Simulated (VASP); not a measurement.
TiO2: single point with PBE+U

TiO2:

```
CELL_PARAMETERS angstrom
4.59984 0.00000 0.00000
0.00000 4.59984 0.00000
0.00000 0.00000 2.95921
ATOMIC_POSITIONS crystal
Ti 0.00000 0.00000 0.50000
Ti 0.50000 0.50000 0.00000
O 0.30432 0.30432 0.50000
O 0.19568 0.80432 0.00000
O 0.80432 0.19568 0.00000
O 0.69568 0.69568 0.50000
```

```
Program                : VASP 6.6.1
Task                   : single point
Functional             : PBE
Potentials or basis    : VASP PAW PBE potentials, release 64 (Ti_sv, O)
Cutoff                 : 520 eV
k mesh                 : 6 × 6 × 9
Occupations            : fermi-dirac, width 0.05 eV
Spin                   : no spin polarisation
Hubbard terms          : Ti d U = 6.0 eV
Dipole correction      : no
Further INCAR settings : ALGO = Normal; EDIFF = 1e-06; NBANDS = 33
```

| Quantity | Value |
| --- | --- |
| Pressure | 16.2 GPa |
| Largest force | 0.195 eV/Å |
| Band gap on the k mesh | 2.63 eV (least direct gap 2.66 eV) |

Forces in eV/Å, atoms in the order of the input:
```
Ti   0.000  0.000  0.000
Ti   0.000  0.000  0.000
O   -0.138 -0.138  0.000
O    0.138 -0.138  0.000
O   -0.138  0.138  0.000
O    0.138  0.138  0.000
```

Stress tensor (GPa, compression positive):
```
13.82  0.00  0.00
 0.00 13.82  0.00
 0.00  0.00 20.91
```

Levels at points of the mesh, in eV from the valence-band top:
| k point | band 20 | band 21 | band 22 | band 23 | band 24 | band 25 | band 26 | band 27 | band 28 | band 29 |
| --- | --- | --- | --- | --- | --- | --- | --- | --- | --- | --- |
| (0.00, 0.00, 0.00) | -2.19 | -0.86 | -0.56 | -0.56 | 0.00 | 2.66 | 2.81 | 3.27 | 3.31 | 3.31 |
| (0.50, 0.00, 0.00) | -3.16 | -1.73 | -1.73 | -0.79 | -0.79 | 3.26 | 3.26 | 3.86 | 3.86 | 4.31 |
| (0.50, 0.50, 0.00) | -2.04 | -1.49 | -1.49 | -1.24 | -1.24 | 2.63 | 2.63 | 3.33 | 3.33 | 4.54 |

Eigenvalues of the final occupation matrices:
```
    site  spin  trace               eigenvalues
site 1 d     1   0.76  0.07 0.09 0.09 0.24 0.27
site 1 d     2   0.76  0.07 0.09 0.09 0.24 0.27
site 2 d     1   0.76  0.07 0.09 0.09 0.24 0.27
site 2 d     2   0.76  0.07 0.09 0.09 0.24 0.27
```

Run time: 73 s on 1 thread of AMD EPYC 9R45 96-Core Processor (Zen 5) (shared host), peak memory 0.19 GiB.

Caveat: the stress differs along the axes, from 14 to 21 GPa. A k mesh can miss the band edges.
